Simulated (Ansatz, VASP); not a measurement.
ZrO2 in VASP and in Ansatz

```
CELL_PARAMETERS angstrom
0.00000 2.55790 2.55790
2.55790 0.00000 2.55790
2.55790 2.55790 0.00000
ATOMIC_POSITIONS crystal
Zr 0.00000 0.00000 0.00000
O 0.25000 0.25000 0.25000
O 0.75000 0.75000 0.75000
```

Alike in both runs: functional PBE; k mesh 8 × 8 × 8; occupations gaussian, width 0.02 eV; no spin polarisation.

Ansatz relaxed the structure, and its values are those at the end. VASP's run is a single point on that final structure, the one shown.

|  | VASP | Ansatz |
| --- | --- | --- |
| version | VASP 6.6.1 | Ansatz 0.2.0 |
| potentials or method | VASP PAW PBE potentials, release 64 (Zr_sv, O), cutoff 600 eV | scalar-relativistic, plane waves, PAW |
| valence electrons in the cell | 24 | 24 |

Ansatz gave:

```
gap on the k mesh at the Fermi level (eV) : 3.32
least direct gap on the mesh (eV)         : 3.75
pressure (GPa)                            : 0.0
```

What did VASP give for the same quantities?

gap on the k mesh at the Fermi level (eV): 3.31; least direct gap on the mesh (eV): 3.74; pressure (GPa): 0.1.
